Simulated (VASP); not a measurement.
Runs of VASP 6.6.1 on HgTe. The structure is that of space group I-4m2 (No. 119), or close to it. The cells are those of the table. 

```csv
cell,gap on the mesh (eV),pressure (GPa)
"a = 4.491 Å, angles 97.9, 97.9, 136.6°, 2 atoms",none,-3.5
"a = 4.668 Å, angles 95.7, 95.7, 143.2°, 2 atoms",none,-2.0
"a = 4.419 Å, angles 99.1, 99.1, 133.0°, 2 atoms",none,(a)
"a = 4.757 Å, angles 95.0, 95.0, 145.8°, 2 atoms",none,0.6
```

Alike in all rows: task single point; level PBEsol; potentials or basis VASP PAW PBE potentials, release 64 (Hg, Te); no spin polarisation; k mesh 18 × 18 × 18; cutoff (eV) 520; smearing gaussian 0.15 eV.

**Question.** Estimate the missing entries.

**Answer.** (a) -2.8.

Caveats: the PAW data sets were made with another functional, which shifts forces and pressure a little; spin-orbit coupling is left out, which moves the levels of the heavy elements; the cell stands under tension (at least some runs); the stress differs along the axes, from -4 to 3 GPa (at least some runs); the stress differs along the axes, from -3 to 7 GPa (at least some runs).

A k mesh can miss the band edges, and the runs leave out spin-orbit coupling on Hg, Te.

A gap of «none» marks levels without a gap at the run's occupations.
